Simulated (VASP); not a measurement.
Here is a VASP 6.6.1 calculation.

INCAR

```
SYSTEM = GaN
  PREC = Accurate
  ENCUT = 520
  EDIFF = 1E-6
  ISMEAR = 0
  SIGMA = 0.01
  LREAL = .FALSE.
  LASPH = .TRUE.
  NELM = 100
  ALGO = Normal
  ISIF = 2
  LWAVE = .FALSE.
  LCHARG = .TRUE.
  GGA = PE
  LELF = .TRUE.
  LVHAR = .TRUE.
  NBANDS = 16
```

Contents of KPOINTS:

```
regular mesh
0
G
  6 6 6
  0 0 0
```

POSCAR

```
GaN
1.0
    0.0000000000      2.2489526325      2.2489526325
    2.2489526325      0.0000000000      2.2489526325
    2.2489526325      2.2489526325      0.0000000000
Ga N
1 1
Direct
    0.0000000000      0.0000000000      0.0000000000
    0.7500000000      0.7500000000      0.7500000000
```

Potentials or basis: VASP PAW PBE potentials, release 64 (Ga_d, N).

Command:

```console
$ cat potpaw_PBE.64/Ga_d/POTCAR potpaw_PBE.64/N/POTCAR > POTCAR
$ mpirun -np 1 vasp_std > vasp.out
```

(1) Predict the band gap on the k mesh.

(2) What does it give for the pressure?

Answers

(1) 1.76 eV, direct.

(2) 6.2 GPa.
